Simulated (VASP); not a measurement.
# ZnS (R3m) in VASP: further runs, part 2 of 2

VASP 6.6.1. The steps go on from the part before.

### 4 Single point, PBEsol

This run uses another cell than the first one, of 19.03 Å³/atom.

The input, INCAR:

```
PREC = Accurate
ENCUT = 520
EDIFF = 1E-6
ISMEAR = -1
SIGMA = 0.2
LREAL = False
LASPH = True
NELM = 80
ALGO = Normal
ISIF = 2
LWAVE = False
LCHARG = False
GGA = PS
NBANDS = 36
```

The input, KPOINTS:

```
Automatic mesh
0
Gamma
  6 6 6
```

The input, POSCAR:

```
ZnS
1.0
    1.8860021792      1.0888843077      9.2680695085
   -1.8860021792      1.0888843077      9.2680695085
    0.0000000000     -2.1777676244      9.2680695085
Zn S
3 3
Direct
    0.9999710000      0.9999710000      0.9999710000
    0.2222690000      0.2222690000      0.2222690000
    0.4446130000      0.4446130000      0.4446130000
    0.0832670000      0.0832670000      0.0832670000
    0.5278420000      0.5278420000      0.5278420000
    0.3053630000      0.3053630000      0.3053630000
```

Potentials or basis: VASP PAW PBE potentials, release 64 (Zn, S).

The run is started by

```bash
$ cat potpaw_PBE.64/Zn/POTCAR potpaw_PBE.64/S/POTCAR > POTCAR
$ mpirun -np 1 vasp_std > vasp.out
```

OUTCAR:

```text
PREC = Accurate
   ENCUT = 520
   EDIFF = 1E-6
   ISMEAR = -1
   LREAL = False
   LASPH = True
   NELM = 80
   ISIF = 2
   GGA = PS

 ion  position               nearest neighbor table
   1  1.000  1.000  1.000-   6 2.31   6 2.31   6 2.31   4 2.32
   2  0.222  0.222  0.222-   6 2.31   5 2.31   5 2.31   5 2.31
   3  0.445  0.445  0.445-   4 2.31   4 2.31   4 2.31   5 2.31
   4  0.083  0.083  0.083-   3 2.31   3 2.31   3 2.31   1 2.32
   5  0.528  0.528  0.528-   2 2.31   2 2.31   2 2.31   3 2.31
   6  0.305  0.305  0.305-   2 2.31   1 2.31   1 2.31   1 2.31

  LATTYP: Found a trigonal (rhomboedric) cell.
[... 1140 lines left out ...]
  -------------------------------------------------------------------------------------
  Total        0.7108669      0.7108671      0.7318363      0.0000000      0.0000000      0.0000000
  in kB        9.9732010      9.9732031     10.2673932      0.0000000      0.0000004      0.0000000
  external PRESSURE =      10.0712658 kB  Pullay stress =       0.0000000 kB

 VOLUME and BASIS-vectors are now :
 -----------------------------------------------------------------------------
  energy-cutoff  :      520.00
  volume of cell :      114.20
      direct lattice vectors                 reciprocal lattice vectors
     1.886002179  1.088884308  9.268069508     0.265111040  0.153061915  0.035965773
    -1.886002179  1.088884308  9.268069508    -0.265111040  0.153061915  0.035965773
     0.000000000 -2.177767624  9.268069508     0.000000000 -0.306123830  0.035965789

 POSITION                                       TOTAL-FORCE (eV/Angst)
 -----------------------------------------------------------------------------------
      0.00000      0.00000     27.80340         0.000000      0.000000      0.001377
      0.00000      0.00000      6.18001         0.000000      0.000000      0.005166
      0.00000      0.00000     12.36211         0.000000     -0.000000     -0.006068
      0.00000      0.00000      2.31517         0.000000     -0.000000     -0.001730
      0.00000      0.00000     14.67623         0.000000     -0.000000     -0.003205
      0.00000      0.00000      8.49038         0.000000      0.000000      0.004460
 -----------------------------------------------------------------------------------
    total drift:                                0.000000      0.000002      0.000770

  FREE ENERGIE OF THE ION-ELECTRON SYSTEM (eV)
  ---------------------------------------------------
  free  energy   TOTEN  =       -22.7470064674 eV

  energy  without entropy=      -22.7461741660  energy(sigma->0) =      -22.74659032
```

stdout:

```text
POSCAR found type information on POSCAR ZnS
 POSCAR found :  2 types and       6 ions
 scaLAPACK will be used
 -----------------------------------------------------------------------------
|                                                                             |
|                                                                             |
|     You enforced a specific xc type in the INCAR file but a different       |
|     I HOPE YOU KNOW WHAT YOU ARE DOING!                                     |
|                                                                             |
 -----------------------------------------------------------------------------

 LDA part: xc-table for (Slater+PW92), standard interpolation
 POSCAR, INCAR and KPOINTS ok, starting setup
 FFT: planning ... GRIDC
 FFT: planning ... GRID_SOFT
 FFT: planning ... GRID
 WAVECAR not read
 entering main loop
```

Wall time 16 min (1 thread of Intel Xeon 8259CL, shared host); peak memory 0.71 GiB.

Results:

```yaml
Free_energy: -22.7470 eV
Pressure: 1.0 GPa
Largest_force: 0.006 eV/Å
Band_gap_on_the_k_mesh: 2.18 eV
```

Forces in eV/Å, atoms in the order of the input:
```
Zn   0.000  0.000  0.001
Zn   0.000  0.000  0.005
Zn   0.000  0.000 -0.006
S    0.000  0.000 -0.002
S    0.000  0.000 -0.003
S    0.000  0.000  0.004
```

Caveat: the PAW data sets were made with another functional, which shifts forces and pressure a little. A k mesh can miss the band edges.

### 5 Single point, PBEsol

This run uses another cell than the first one, of 19.55 Å³/atom.

The input, INCAR:

```
ALGO     = Normal         # electronic algorithm
EDIFF    = 1E-6           # SCF threshold, eV
ENCUT    = 520            # plane-wave cutoff, eV
GGA      = PS             # functional
ISIF     = 2              # what is computed and relaxed
ISMEAR   = -1             # smearing method
LASPH    = True           # aspherical terms in the spheres
LCHARG   = False          # write CHGCAR
LREAL    = False          # projectors in reciprocal space
LWAVE    = False          # write WAVECAR
NBANDS   = 36             # bands
NELM     = 100            # most SCF steps
PREC     = Accurate       # precision mode
SIGMA    = 0.2            # smearing width, eV
```

The input, KPOINTS:

```
k-points
0
Gamma
  6 6 6
```

Edit POSCAR of step 4 so:

```diff
@@ -2,5 +2,5 @@
 1.0
-    1.8860021792      1.0888843077      9.2680695085
-   -1.8860021792      1.0888843077      9.2680695085
-    0.0000000000     -2.1777676244      9.2680695085
+    1.9030710000      1.0987390000      9.3519480000
+   -1.9030710000      1.0987390000      9.3519480000
+    0.0000000000     -2.1974770000      9.3519480000
 Zn S
```

Potentials or basis: VASP PAW PBE potentials, release 64 (Zn, S).

The run is started by

```bash
$ cat potpaw_PBE.64/Zn/POTCAR potpaw_PBE.64/S/POTCAR > POTCAR
$ mpirun -np 1 vasp_std > vasp.out
```

OUTCAR:

```text
EDIFF = 1E-6
   ENCUT = 520
   GGA = PS
   ISIF = 2
   ISMEAR = -1
   LASPH = True
   LREAL = False
   NELM = 100
   PREC = Accurate

 ion  position               nearest neighbor table
   1  1.000  1.000  1.000-   6 2.33   6 2.33   6 2.33   4 2.34
   2  0.222  0.222  0.222-   6 2.33   5 2.33   5 2.33   5 2.33
   3  0.445  0.445  0.445-   4 2.33   4 2.33   4 2.33   5 2.34
   4  0.083  0.083  0.083-   3 2.33   3 2.33   3 2.33   1 2.34
   5  0.528  0.528  0.528-   2 2.33   2 2.33   2 2.33   3 2.34
   6  0.305  0.305  0.305-   2 2.33   1 2.33   1 2.33   1 2.33

  LATTYP: Found a trigonal (rhomboedric) cell.
 ALAT       =     9.6066559226
 COS(alpha) =     0.9215133891

  Lattice vectors:

 A1 = (   1.9030710000,   1.0987390000,   9.3519480000)
 A2 = (  -1.9030710000,   1.0987390000,   9.3519480000)
 A3 = (   0.0000000000,  -2.1974770000,   9.3519480000)

Analysis of symmetry for initial positions (statically):
=====================================================================
 Subroutine PRICEL returns:
 Original cell was already a primitive cell.

 Routine SETGRP: Setting up the symmetry group for a
 trigonal (rhombohedral) supercell.

[... 178 lines left out ...]
 Fermi energy:         3.4097355262

 k-point     1 :       0.0000    0.0000    0.0000
  band No.  band energies     occupation
      1     -11.1252      2.00000
      2     -10.4424      2.00000
      3     -10.4321      2.00000
      4      -4.3043      2.00000
      5      -4.2944      2.00000
      6      -4.2944      2.00000
[... 925 lines left out ...]
     35       9.6091      0.00000
     36      10.7317      0.00000

 [... further k-points ...]

------------------------ aborting loop because EDIFF is reached ----------------------------------------

  FORCE on cell =-STRESS in cart. coord.  units (eV):
  Direction    XX          YY          ZZ          XY          YZ          ZX
  --------------------------------------------------------------------------------------
  -------------------------------------------------------------------------------------
  Total       -0.8061355     -0.8061357     -0.8061564      0.0000000     -0.0000000      0.0000000
  in kB      -11.0081896    -11.0081918    -11.0084746      0.0000000     -0.0000004      0.0000000
  external PRESSURE =     -11.0082853 kB  Pullay stress =       0.0000000 kB

 VOLUME and BASIS-vectors are now :
 -----------------------------------------------------------------------------
  energy-cutoff  :      520.00
  volume of cell :      117.33
      direct lattice vectors                 reciprocal lattice vectors
     1.903071000  1.098739000  9.351948000     0.262733235  0.151689088  0.035643192
    -1.903071000  1.098739000  9.351948000    -0.262733235  0.151689088  0.035643192
     0.000000000 -2.197477000  9.351948000     0.000000000 -0.303378177  0.035643209

 POSITION                                       TOTAL-FORCE (eV/Angst)
 -----------------------------------------------------------------------------------
      0.00000      0.00000     28.05503         0.000000     -0.000000     -0.001288
      0.00000      0.00000      6.23594         0.000000      0.000000      0.000705
      0.00000      0.00000     12.47399         0.000000     -0.000000     -0.010887
      0.00000      0.00000      2.33613         0.000000      0.000000      0.003671
      0.00000      0.00000     14.80905         0.000000     -0.000000     -0.000091
      0.00000      0.00000      8.56722         0.000000      0.000000      0.007889
 -----------------------------------------------------------------------------------
    total drift:                                0.000000      0.000002      0.000326

  FREE ENERGIE OF THE ION-ELECTRON SYSTEM (eV)
  ---------------------------------------------------
  free  energy   TOTEN  =       -22.7462428309 eV

  energy  without entropy=      -22.7451670528  energy(sigma->0) =      -22.74570494
```

Wall time 16 min (1 thread of Intel Xeon 8259CL, shared host); peak memory 0.71 GiB.

Results:

```
Free energy            : -22.7462 eV
Pressure               : -1.1 GPa
Largest force          : 0.011 eV/Å
Band gap on the k mesh : 2.06 eV
```

Forces in eV/Å, atoms in the order of the input:
```
Zn   0.000  0.000 -0.001
Zn   0.000  0.000  0.001
Zn   0.000  0.000 -0.011
S    0.000  0.000  0.004
S    0.000  0.000  0.000
S    0.000  0.000  0.008
```

Caveat: the PAW data sets were made with another functional, which shifts forces and pressure a little. A k mesh can miss the band edges.

### 6 Overview

```csv
cell,gap on the mesh (eV),pressure (GPa),largest force (eV/Å)
"a = 9.343 Å, angles 22.9°, 6 atoms",2.44,6.3,0.02
"a = 9.433 Å, angles 22.9°, 6 atoms",2.31,3.5,0.01
"a = 9.520 Å, angles 22.9°, 6 atoms",2.18,1.0,0.01
"a = 9.607 Å, angles 22.9°, 6 atoms",2.06,-1.1,0.01
```

Alike in all rows: task single point; level PBEsol; potentials or basis VASP PAW PBE potentials, release 64 (Zn, S); no spin polarisation; k mesh 6 × 6 × 6; cutoff (eV) 520; smearing fermi-dirac 0.2 eV.

Caveats: the PAW data sets were made with another functional, which shifts forces and pressure a little; the cell stands under pressure (at least some runs).

Absolute energies hang on the potentials; compare differences alone.
